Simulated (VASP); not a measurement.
## NaH: single point with PBEsol

NaH:

```xyz
2
Lattice="0.0000 2.1982 2.1982 2.1982 0.0000 2.1982 2.1982 2.1982 0.0000" Properties=species:S:1:pos:R:3 pbc="T T T"
Na    0.0000    0.0000    0.0000
H     2.1982    2.1982    2.1982
```

* Program: VASP 6.6.1
* Task: single point
* Functional: PBEsol
* Potentials or basis: VASP PAW PBE potentials, release 64 (Na_pv, H)
* Cutoff: 520 eV
* k mesh: 9 × 9 × 9
* Occupations: fermi-dirac, width 0.05 eV
* Spin: no spin polarisation
* Dipole correction: no
* Further INCAR settings: ALGO = Normal; EDIFF = 1e-06; NBANDS = 11

- Pressure: 10.1 GPa
- Band gap on the k mesh: 4.41 eV, indirect (least direct gap 5.24 eV)

Levels at points of the mesh, in eV from the valence-band top:
```
           k point  band 2  band 3  band 4  band 5  band 6  band 7
(0.00, 0.00, 0.00)  -21.50  -21.50   -4.51   13.28   17.70   17.70
```

Wall time 5.6 s on 1 thread of Intel Xeon 6975P-C (shared host), peak memory 0.13 GiB.

Caveat: the PAW data sets were made with another functional, which shifts forces and pressure a little. A k mesh can miss the band edges.
